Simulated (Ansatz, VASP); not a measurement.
## One calculation of TiC, two programs

```
CELL_PARAMETERS angstrom
0.00000 2.16646 2.16646
2.16646 0.00000 2.16646
2.16646 2.16646 0.00000
ATOMIC_POSITIONS crystal
Ti 0.04616 0.95384 0.95384
C 0.50000 0.50000 0.50000
```

Alike in both runs: task single point; functional PBE; k mesh 24 × 24 × 24; occupations gaussian, width 0.15 eV; no spin polarisation.

|  | VASP | Ansatz |
| --- | --- | --- |
| version | VASP 6.6.1 | Ansatz 0.2.0 |
| potentials or method | VASP PAW PBE potentials, release 64 (Ti_sv, C), cutoff 600 eV | scalar-relativistic, plane waves, PAW |
| valence electrons in the cell | 16 | 16 |

|  | VASP | Ansatz | Ansatz less VASP |
| --- | --- | --- | --- |
| gap on the k mesh at the Fermi level (eV) | none | none | - |
| pressure (GPa) | 5.0 | 4.9 | -0.08 |
| traceless stress, the component that is largest in VASP (GPa) | 8.42 | 8.34 | -0.079 |
| rms of the force components (eV/Å) | 1.133 | 1.126 | -0.0066 |

Atom by atom the forces differ by 0.007 eV/Å (rms over components). A gap of «none» marks a metal or a gap that the smearing closes.
